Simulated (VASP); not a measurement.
# Mg2ZnS3 (P4/mmm) in VASP: further runs, part 2 of 2

VASP 6.6.1. The steps go on from the part before.

## 3. Single point, PBE

This run uses another cell than the first one, of 23.66 Å³/atom, 1.054 times its volume.

Contents of INCAR:

```
SYSTEM = Mg2ZnS3
ALGO = Normal
EDIFF = 1E-6
ENCUT = 520
GGA = PE
ISIF = 2
ISMEAR = 0
LASPH = .True.
LCHARG = .False.
LREAL = .False.
LWAVE = .False.
NBANDS = 26
NELM = 100
PREC = Accurate
SIGMA = 0.1
```

Contents of KPOINTS:

```
k-points
0
Gamma
  4 4 2
  0 0 0
```

Contents of POSCAR:

```
Mg2ZnS3
1.0
    4.0210246400      0.0000000000      0.0000000000
    0.0000000000      4.0210246400      0.0000000000
    0.0000000000      0.0000000000      8.7808403700
Mg Zn S
2 1 3
Direct
    0.0000000000      0.0000000000      0.6994475100
    0.0000000000      0.0000000000      0.3005524900
    0.5000000000      0.5000000000      0.5000000000
    0.0000000000      0.0000000000      0.0000000000
    0.5000000000      0.5000000000      0.3175622600
    0.5000000000      0.5000000000      0.6824377400
```

Potentials or basis: VASP PAW PBE potentials, release 64 (Mg, Zn, S).

Run with:

```
$ cat potpaw_PBE.64/Mg/POTCAR potpaw_PBE.64/Zn/POTCAR potpaw_PBE.64/S/POTCAR > POTCAR
$ mpirun -np 1 vasp_std > vasp.out
```

Run time: 54 s. Hardware: 1 thread of Intel Xeon Platinum 8259CL at 2.50GHz (Skylake/Cascade Lake), shared host; peak memory 0.25 GiB.

Results (log left out):

```yaml
Free_energy: -8.5751 eV
Pressure: 30.5 GPa
Largest_force: 28.505 eV/Å
Band_gap_on_the_k_mesh: zero (band 17 reaches 2.48 eV, above the bottom of band 18 at 1.23 eV)
```

Forces on the atoms (eV/Å):
```
Mg    0.000   0.000   1.707
Mg    0.000   0.000  -1.707
Zn    0.000   0.000   0.000
S     0.000   0.000   0.000
S     0.000   0.000 -28.505
S     0.000   0.000  28.505
```

Stress tensor (GPa, compression positive):
```
-3.80  0.00  0.00
 0.00 -3.80  0.00
 0.00  0.00 99.15
```

Levels at points of the mesh, in eV from the Fermi level:
```csv
k point,band 13,band 14,band 15,band 16,band 17,band 18,band 19,band 20,band 21,band 22
"(0.00, 0.00, 0.00)",-2.28,-2.28,-1.84,-0.84,-0.03,-0.03,1.61,3.16,4.28,4.42
"(0.50, 0.00, 0.00)",-3.22,-2.04,-1.71,-1.26,0.08,0.45,2.54,2.87,3.38,4.09
"(0.50, 0.50, 0.00)",-3.64,-2.99,-2.36,-1.39,-1.16,-1.16,1.96,2.69,2.69,4.35
"(0.00, 0.00, 0.50)",-2.62,-2.31,-2.31,-0.10,0.04,0.04,0.81,3.19,4.32,4.80
"(0.50, 0.00, 0.50)",-3.44,-2.27,-2.04,-1.01,0.09,0.62,2.28,3.66,3.94,4.19
"(0.50, 0.50, 0.50)",-3.72,-3.03,-2.57,-0.95,-0.95,-0.74,0.91,2.25,2.25,6.12
```

Caveat: the k points lie up to 0.39 Å⁻¹ apart; forces of over 1 eV/Å act on the atoms, so gaps and moduli don't describe the material at rest.

## 4. Single point, PBE

Contents of INCAR:

```
SYSTEM = Mg2ZnS3
PREC = Accurate
ENCUT = 520
EDIFF = 1E-7
ISMEAR = 0
SIGMA = 0.1
LREAL = .FALSE.
LASPH = .TRUE.
NELM = 80
ALGO = Normal
ISIF = 2
LWAVE = .FALSE.
LCHARG = .FALSE.
GGA = PE
NBANDS = 26
```

Contents of KPOINTS:

```
regular mesh
0
G
  6 6 2
  0 0 0
```

Contents of POSCAR:

```
Mg2ZnS3
1.0
    3.5730750563      0.0000000000      0.0000000000
    0.0000000000      3.5730750563      0.0000000000
    0.0000000000      0.0000000000     10.5529665841
Mg Zn S
2 1 3
Direct
    0.0000000000      0.0000000000      0.7814887950
    0.0000000000      0.0000000000      0.2185112050
    0.5000000000      0.5000000000      0.5000000000
    0.0000000000      0.0000000000      0.0000000000
    0.5000000000      0.5000000000      0.2921029346
    0.5000000000      0.5000000000      0.7078970654
```

Run with:

```
$ cat potpaw_PBE.64/Mg/POTCAR potpaw_PBE.64/Zn/POTCAR potpaw_PBE.64/S/POTCAR > POTCAR
$ mpirun -np 1 vasp_std > vasp.out
```

Wall time 98 s (1 thread of Intel Xeon Platinum 8259CL at 2.50GHz (Skylake/Cascade Lake), shared host); peak memory 0.27 GiB.

Results (log left out):

```
Free energy            : -20.5349 eV
Pressure               : -0.1 GPa
Largest force          : 0.073 eV/Å
Band gap on the k mesh : zero (band 17 reaches 3.44 eV, above the bottom of band 18 at 3.21 eV)
```

Forces in eV/Å, atoms in the order of the input:
```
Mg   0.000  0.000  0.032
Mg   0.000  0.000 -0.032
Zn   0.000  0.000  0.000
S    0.000  0.000  0.000
S    0.000  0.000 -0.073
S    0.000  0.000  0.073
```

Stress tensor (GPa, compression positive):
```
-0.34  0.00  0.00
 0.00 -0.34  0.00
 0.00  0.00  0.29
```

Levels at points of the mesh, in eV from the Fermi level:
```tsv
k point	band 15	band 16	band 17	band 18	band 19	band 20
(0.00, 0.00, 0.00)	-2.86	-0.41	-0.08	-0.08	1.73	2.01
(0.50, 0.00, 0.00)	-2.58	-2.46	-0.58	0.18	1.61	3.59
(0.50, 0.50, 0.00)	-3.01	-2.08	-2.08	0.21	1.09	1.14
(0.00, 0.00, 0.50)	-2.87	-0.07	-0.07	0.28	1.31	2.10
(0.50, 0.00, 0.50)	-2.46	-2.33	-0.28	0.18	1.10	3.20
(0.50, 0.50, 0.50)	-3.01	-2.02	-2.02	0.59	0.60	0.90
```

## 5. Relaxation of cell and atoms, PBE

This run uses another cell than the first one, of 23.66 Å³/atom, 1.054 times its volume.

Contents of INCAR:

```
PREC = Accurate
ENCUT = 600
EDIFF = 1E-6
ISMEAR = 0
SIGMA = 0.1
LREAL = False
LASPH = True
NELM = 60
ALGO = Normal
ISIF = 3
LWAVE = False
LCHARG = False
GGA = PE
IBRION = 2
NSW = 90
EDIFFG = -0.04
```

Contents of KPOINTS:

```
Automatic mesh
0
Gamma
  4 4 2
```

Contents of POSCAR:

```
Mg2ZnS3
1.0
    4.0210246400      0.0000000000      0.0000000000
    0.0000000000      4.0210246400      0.0000000000
    0.0000000000      0.0000000000      8.7808403700
Mg Zn S
2 1 3
Direct
    0.0000000000      0.0000000000      0.6994475100
    0.0000000000      0.0000000000      0.3005524900
    0.5000000000      0.5000000000      0.5000000000
    0.0000000000      0.0000000000      0.0000000000
    0.5000000000      0.5000000000      0.3175622600
    0.5000000000      0.5000000000      0.6824377400
```

Run with:

```
$ cat potpaw_PBE.64/Mg/POTCAR potpaw_PBE.64/Zn/POTCAR potpaw_PBE.64/S/POTCAR > POTCAR
$ mpirun -np 1 vasp_std > vasp.out
```

Run time: 16 min. Hardware: 1 thread of Intel Xeon Platinum 8259CL at 2.50GHz (Skylake/Cascade Lake), shared host; peak memory 0.3 GiB.

Results (log left out):

```
Free energy                            : -20.5202 eV
Relaxed volume                         : 22.48 Å³/atom
Relaxed cell                           : a = 3.571 Å, b = 3.571 Å, c = 10.578 Å, α = 90.00°, β = 90.00°, γ = 90.00°
Space group after relaxing (to 0.05 Å) : P4/mmm (No. 123)
Energy gained by relaxing              : 1990.5 meV/atom
Ionic steps                            : 26
Pressure after relaxing                : -0.1 GPa
Largest force after relaxing           : 0.035 eV/Å
Band gap on the k mesh                 : zero (band 17 reaches 3.35 eV, above the bottom of band 18 at 3.21 eV)
```

Forces in eV/Å, atoms in the order of the input:
```
Mg   0.000  0.000 -0.035
Mg   0.000  0.000  0.035
Zn   0.000  0.000  0.000
S    0.000  0.000  0.000
S    0.000  0.000  0.009
S    0.000  0.000 -0.009
```

Step by step:
```csv
step,energy change (eV),largest force (eV/Å),pressure (GPa),volume (Å³)
1,0.0000,28.5011,30.53,141.97
2,-0.9206,1.5954,-8.30,229.41
3,-1.7301,1.7207,-8.42,222.13
4,-2.4473,1.7964,-8.55,215.64
5,-6.0210,1.7872,-9.81,179.71
6,-8.4153,2.0808,-9.81,161.07
7,-9.6220,1.4566,-7.39,151.58
8,-9.9093,1.5003,-4.63,146.79
9,-9.9126,1.5087,-4.02,146.02
10,-9.9132,1.5064,-4.21,146.24
11,-10.3752,1.3992,-2.41,135.86
12,-10.7739,1.0430,2.53,120.26
13,-10.7806,0.9018,4.41,116.51
14,-10.9967,0.7071,2.97,116.66
15,-11.0072,0.9931,2.84,116.63
16,-11.2195,1.0582,0.73,122.41
17,-11.5028,1.1227,-2.92,137.73
18,-11.6814,0.7782,-1.42,137.24
19,-11.7359,0.2803,0.40,136.81
20,-11.8201,0.1639,0.43,137.28
21,-11.8802,0.6764,0.57,138.29
22,-11.8917,0.4472,0.55,138.03
23,-11.9172,0.1312,-1.63,139.63
24,-11.9266,0.0395,-0.99,139.05
25,-11.9393,0.0183,-0.49,136.67
26,-11.9431,0.0352,-0.08,134.87
```

Final structure:
```
Mg Zn S
1.0
     3.57066    0.00000    0.00000
     0.00000    3.57066    0.00000
     0.00000    0.00000   10.57813
Mg Zn S
2 1 3
Direct
  0.00000 0.00000 0.78236
  0.00000 0.00000 0.21764
  0.50000 0.50000 0.50000
  0.00000 0.00000 0.00000
  0.50000 0.50000 0.29198
  0.50000 0.50000 0.70802
```

Levels at points of the mesh, in eV from the Fermi level:
```tsv
k point	band 15	band 16	band 17	band 18	band 19	band 20
(0.00, 0.00, 0.00)	-2.87	-0.48	-0.15	-0.15	1.71	1.97
(0.50, 0.00, 0.00)	-2.66	-2.47	-0.63	0.11	1.53	3.55
(0.50, 0.50, 0.00)	-3.08	-2.15	-2.15	0.19	1.05	1.09
(0.00, 0.00, 0.50)	-2.89	-0.14	-0.14	0.21	1.29	2.06
(0.50, 0.00, 0.50)	-2.47	-2.40	-0.33	0.11	1.03	3.14
(0.50, 0.50, 0.50)	-3.08	-2.09	-2.09	0.57	0.57	0.86
```

Caveat: the k points lie up to 0.44 Å⁻¹ apart in the final cell.

## 6. Summary

```tsv
task	cell	k mesh	cutoff (eV)	gap on the mesh (eV)	pressure (GPa)	largest force (eV/Å)
single point	a = 3.573, b = 3.573, c = 10.553 Å, 6 atoms	4 × 4 × 2	520	none	0.0	0.03
single point	a = 4.021, b = 4.021, c = 8.781 Å, 6 atoms	4 × 4 × 2	520	none	30.5	28.51
single point	a = 3.573, b = 3.573, c = 10.553 Å, 6 atoms	6 × 6 × 2	520	none	-0.1	0.07
relaxation of cell and atoms	relaxed from a = 4.021, b = 4.021, c = 8.781 Å, 6 atoms	4 × 4 × 2	600	none	-0.1	0.04
```

Alike in all rows: level PBE; potentials or basis VASP PAW PBE potentials, release 64 (Mg, Zn, S); no spin polarisation; smearing gaussian 0.1 eV.

Caveats: some runs use coarse meshes; forces of over 1 eV/Å act on the atoms, so gaps and moduli don't describe the material at rest (some runs).

Total energies depend on the potentials used, so only differences within one code and one set of settings carry meaning.
